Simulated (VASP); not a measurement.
**ZnS: single point with LDA**

Crystal: ZnS.

```
CELL_PARAMETERS angstrom
6.63017 0.00000 0.00000
0.00000 6.63017 0.00000
0.00000 0.00000 3.86215
ATOMIC_POSITIONS crystal
Zn 0.67519 0.67519 0.00000
Zn 0.17519 0.82481 0.50000
Zn 0.82481 0.17519 0.50000
Zn 0.32481 0.32481 0.00000
S 0.81429 0.81429 0.50000
S 0.18571 0.18571 0.50000
S 0.68571 0.31429 0.00000
S 0.31429 0.68571 0.00000
```

* Program: VASP 6.6.1
* Task: single point
* Functional: LDA
* Potentials or basis: VASP PAW LDA potentials, release 64 (Zn, S)
* Cutoff: 400 eV
* k mesh: 4 × 4 × 8
* Occupations: gaussian, width 0.02 eV
* Spin: no spin polarisation
* Dipole correction: no
* k mesh for the DOS: 6 × 6 × 12
* Occupations for the DOS: tetrahedron
* Further INCAR settings: ALGO = Normal; EDIFF = 1e-06; NBANDS = 46

The valence electrons inside the program's atomic spheres are Zn 10.78; S 3.72.

Levels at points of the mesh, in eV from the valence-band top:
| k point | band 33 | band 34 | band 35 | band 36 | band 37 | band 38 | band 39 | band 40 |
| --- | --- | --- | --- | --- | --- | --- | --- | --- |
| (0.00, 0.00, 0.00) | -0.20 | -0.02 | 0.00 | 0.00 | 1.93 | 3.37 | 3.37 | 3.37 |
| (0.50, 0.00, 0.00) | -0.52 | -0.52 | -0.44 | -0.44 | 3.38 | 3.38 | 3.82 | 3.82 |
| (0.50, 0.50, 0.00) | -0.96 | -0.96 | -0.88 | -0.88 | 3.72 | 3.72 | 4.26 | 4.26 |
| (0.00, 0.00, 0.50) | -1.63 | -1.63 | -1.44 | -1.44 | 4.35 | 4.35 | 5.15 | 5.15 |
| (0.50, 0.00, 0.50) | -1.47 | -1.47 | -0.88 | -0.88 | 3.74 | 3.74 | 4.36 | 4.36 |
| (0.50, 0.50, 0.50) | -1.25 | -1.25 | -1.14 | -1.14 | 3.03 | 3.03 | 4.06 | 4.06 |

Wall time 9.7 min on 1 thread of Oxide Virtual Turin-like Processor (shared host), peak memory 0.34 GiB.
